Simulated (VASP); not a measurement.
**BaZrO3: single point with PBE**

The system is BaZrO3.

```xyz
5
Lattice="4.1815 0.0000 0.0000 0.0000 4.1815 0.0000 0.0000 0.0000 4.1815" Properties=species:S:1:pos:R:3 pbc="T T T"
Ba    2.0907    2.3029    2.3029
Zr    0.0000    0.0000    0.0000
O     2.0907    0.0000    0.0000
O     0.0000    2.0907    0.0000
O     0.0000    0.0000    2.0907
```

This cell differs from its parent crystal: all Ba atoms moved -0.300 Å, as atom 1 towards its neighbour atom 3 (O) at 2.957 Å.

```
Program             : VASP 6.6.1
Task                : single point
Functional          : PBE
Potentials or basis : VASP PAW PBE potentials, release 64 (Ba_sv, Zr_sv, O)
Cutoff              : 520 eV
k mesh              : 6 × 6 × 6
Occupations         : gaussian, width 0.05 eV
Spin                : no spin polarisation
```

* Pressure: 8.2 GPa
* Largest force: 1.465 eV/Å
* Band gap on the k mesh: 3.13 eV (least direct gap 3.34 eV)

Forces on the atoms (eV/Å):
```
Ba   0.000 -1.036 -1.036
Zr   0.000  0.781  0.781
O    0.000  0.048  0.048
O    0.000  0.240 -0.034
O    0.000 -0.034  0.240
```

Stress tensor (GPa, compression positive):
```
8.41 0.00 0.00
0.00 8.04 1.90
0.00 1.90 8.04
```

Levels at points of the mesh, in eV from the valence-band top:
```csv
k point,band 17,band 18,band 19,band 20,band 21,band 22,band 23,band 24
"(0.00, 0.00, 0.00)",-1.00,-0.24,-0.23,-0.21,3.13,3.27,3.28,4.93
"(0.50, 0.00, 0.00)",-1.60,-1.35,-0.45,-0.41,3.60,5.61,5.70,6.62
"(0.00, 0.50, 0.00)",-1.65,-1.41,-0.48,-0.45,3.55,5.69,5.72,6.66
"(0.50, 0.50, 0.00)",-0.90,-0.87,-0.77,-0.11,5.69,5.70,6.49,6.60
"(0.00, 0.50, 0.50)",-0.97,-0.88,-0.83,-0.01,5.63,5.74,6.56,6.62
"(0.50, 0.50, 0.50)",-2.44,-0.12,-0.03,0.00,6.06,6.16,6.24,7.03
```

Run time: 43 s on 1 thread of AMD EPYC 9R45 96-Core Processor (Zen 5), with other jobs on the host, peak memory 0.21 GiB.

Caveat: the cell differs from its parent crystal (all Ba atoms moved -0.300 Å, as atom 1 towards its neighbour atom 3 (O) at 2.957 Å); the cell stands under pressure; spin-orbit coupling is left out, which moves the levels of the heavy elements; forces of over 1 eV/Å act on the atoms, so gaps and moduli don't describe the material at rest. A k mesh can miss the band edges.
